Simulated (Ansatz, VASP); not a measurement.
**One calculation of AlGa5As6, two programs**

Contents of INCAR:

```
SYSTEM = AlGa5As6
ALGO = Normal ; EDIFF = 1E-6
EDIFFG = -0.04 ; ENCUT = 600
GGA = PE ; IBRION = 2
ISIF = 3 ; ISMEAR = 0
LASPH = .TRUE. ; LCHARG = .FALSE.
LREAL = .FALSE. ; LWAVE = .FALSE.
NELM = 80 ; NSW = 90
PREC = Accurate ; SIGMA = 0.1
```

KPOINTS

```
k-points
0
G
  6 6 1
  0 0 0
```

POSCAR

```
AlGa5As6
1.0
    3.8995750300      0.0000000000      0.0000000000
   -1.9497875200      3.3771310400      0.0000000000
    0.0000000000      0.0000000000     19.1039380900
Al Ga As
1 5 6
Direct
    0.0000000000      0.0000000000      0.0000000000
    0.3333333300      0.6666666700      0.8333333300
    0.6666666700      0.3333333300      0.6666666700
    0.0000000000      0.0000000000      0.5000000000
    0.3333333300      0.6666666700      0.3333333300
    0.6666666700      0.3333333300      0.1666666700
    0.0000000000      0.0000000000      0.8750000000
    0.3333333300      0.6666666700      0.7083333300
    0.6666666700      0.3333333300      0.5416666700
    0.0000000000      0.0000000000      0.3750000000
    0.3333333300      0.6666666700      0.2083333300
    0.6666666700      0.3333333300      0.0416666700
```

Input for Ansatz:

```yaml
crystal:
  lattice:
    - [3.89957503, 0.0, 0.0]
    - [-1.94978752, 3.37713104, 0.0]
    - [0.0, 0.0, 19.10393809]
  atoms:
    - { symbol: Al, position: [0.0, 0.0, 0.0] }
    - { symbol: Ga, position: [0.33333333, 0.66666667, 0.83333333] }
    - { symbol: Ga, position: [0.66666667, 0.33333333, 0.66666667] }
    - { symbol: Ga, position: [0.0, 0.0, 0.5] }
    - { symbol: Ga, position: [0.33333333, 0.66666667, 0.33333333] }
    - { symbol: Ga, position: [0.66666667, 0.33333333, 0.16666667] }
    - { symbol: As, position: [0.0, 0.0, 0.875] }
    - { symbol: As, position: [0.33333333, 0.66666667, 0.70833333] }
    - { symbol: As, position: [0.66666667, 0.33333333, 0.54166667] }
    - { symbol: As, position: [0.0, 0.0, 0.375] }
    - { symbol: As, position: [0.33333333, 0.66666667, 0.20833333] }
    - { symbol: As, position: [0.66666667, 0.33333333, 0.04166667] }
basis:
  ecutwfc: 420
kpoints:
  mp_grid: { grid: [6, 6, 1] }
hamiltonian:
  xc: pbe
scf:
  occupations: { method: gaussian, width: 0.1 }
  lower_state_search: "off"
output:
  forces: true
  stress: true
  eigenvalues: true
relax:
  adjacent_minimum: "off"
  f_tol: 0.04
  max_steps: 70
  cell: { stress_tol: 0.4 }
```

Alike in both runs: task relaxation of cell and atoms; functional PBE; k mesh 6 × 6 × 1; occupations gaussian, width 0.1 eV; no spin polarisation.

|  | VASP | Ansatz |
| --- | --- | --- |
| version | VASP 6.6.1 | Ansatz 0.2.0 |
| potentials or method | VASP PAW PBE potentials, release 64 (Al, Ga_d, As), cutoff 600 eV | scalar-relativistic, plane waves, PAW |
| valence electrons in the cell | 98 | 158 |

```tsv
	VASP	Ansatz	Ansatz less VASP
gap on the k mesh at the Fermi level, each at its own relaxed structure (eV)	0.34	0.37	+0.031
relaxed volume (Å³/atom)	23.66	23.54	-0.121
relaxed cell length with the largest relative difference (Å)	4.062	4.054	-0.0078
```

VASP's potentials hold 98 valence electrons a cell and Ansatz's 158, so a difference there can come from the potentials and not from the codes.
